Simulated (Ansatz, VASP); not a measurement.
## One calculation of Rh, two programs

Contents of INCAR:

```
PREC = Accurate ; ENCUT = 500
EDIFF = 1E-7 ; ISMEAR = -1
SIGMA = 0.15 ; LREAL = False
LASPH = True ; NELM = 120
ALGO = Normal ; ISIF = 3
LWAVE = False ; LCHARG = False
GGA = PE ; IVDW = 12
IBRION = 2 ; NSW = 80
EDIFFG = -0.02 ; GGA_COMPAT = False
NELMIN = 4
```

Contents of KPOINTS:

```
regular mesh
0
Gamma
  10 10 10
```

POSCAR

```
Rh
1.0
    0.0000000000      1.8978500000      1.8978500000
    1.8978500000      0.0000000000      1.8978500000
    1.8978500000      1.8978500000      0.0000000000
Rh
1
Direct
    0.0000000000      0.0000000000      0.0000000000
```

Input for Ansatz:

```yaml
crystal:
  lattice:
    - [0.0, 1.89785, 1.89785]
    - [1.89785, 0.0, 1.89785]
    - [1.89785, 1.89785, 0.0]
  atoms:
    - { symbol: Rh, position: [0.0, 0.0, 0.0] }
basis:
  ecutwfc: 450.0
kpoints:
  mp_grid:
    grid: [10, 10, 10]
hamiltonian:
  xc: pbe
  dispersion: d3bj
scf:
  occupations:
    method: fermi_dirac
    width: 0.15
relax:
  f_tol: 0.02
  cell: {}
```

Alike in both runs: task relaxation of cell and atoms; functional PBE; dispersion D3(BJ); k mesh 10 × 10 × 10; occupations fermi-dirac, width 0.15 eV; no spin polarisation.

|  | VASP | Ansatz |
| --- | --- | --- |
| version | VASP 6.6.1 | Ansatz 0.2.0 |
| potentials or method | VASP PAW PBE potentials, release 64 (Rh_pv), cutoff 500 eV | plane waves, PAW |
| valence electrons in the cell | 15 | 17 |

```csv
,VASP,Ansatz,Ansatz less VASP
relaxed volume (Å³/atom),13.69,13.68,-0.005
relaxed cell length with the largest relative difference (Å),2.685,2.685,-0.0003
```

VASP's potentials hold 15 valence electrons a cell and Ansatz's 17, so a difference there can come from the potentials and not from the codes.
